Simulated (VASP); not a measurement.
Input of a VASP 6.6.1 run:

POSCAR

```
Ti
1.0
    0.0000000000      1.8086154429      2.5573822363
    1.8086154429      0.0000000000      2.5573822363
    1.8086154429      1.8086154429      0.0000000000
Ti
1
Direct
    0.0000000000      0.0000000000      0.0000000000
```

INCAR.step1

```
ALGO = Normal ; EDIFF = 1E-4
ENCUT = 520 ; GGA = PE
ISMEAR = 0 ; LASPH = True
LCHARG = False ; LREAL = False
LWAVE = True ; NBANDS = 12
NELM = 100 ; PREC = Accurate
SIGMA = 0.15
```

The input INCAR.step2:

```
ALGO = Normal ; EDIFF = 1E-7
ENCUT = 520 ; ISIF = 2
ISMEAR = 0 ; ISTART = 1
LASPH = True ; LCHARG = True
LELF = True ; LMIXTAU = True
LREAL = False ; LVHAR = True
LWAVE = False ; METAGGA = R2SCAN
NBANDS = 12 ; NELM = 100
PREC = Accurate ; SIGMA = 0.15
```

The input KPOINTS:

```
k-points
0
Gamma
  22 22 22
```

Potentials or basis: VASP PAW PBE potentials, release 64 (Ti_sv).

Command:

```bash
$ cat potpaw_PBE.64/Ti_sv/POTCAR > POTCAR
$ cp INCAR.step1 INCAR
$ mpirun -np 1 vasp_std > vasp.out
$ cp INCAR.step2 INCAR
$ mpirun -np 1 vasp_std > vasp.out
```

Problem. What does it give for the pressure?

Solution. 1.8 GPa.

Problem. Estimate the band gap on the k mesh.

Solution. Zero (bands 6 and 7 overlap by 1.74 eV).

Stress tensor (GPa, compression positive):
```
  8.02   0.00   0.00
  0.00   8.02   0.00
  0.00   0.00 -10.49
```

Caveat: the stress differs along the axes, from -10 to 8 GPa; the PAW data sets were made with another functional, which shifts forces and pressure a little.
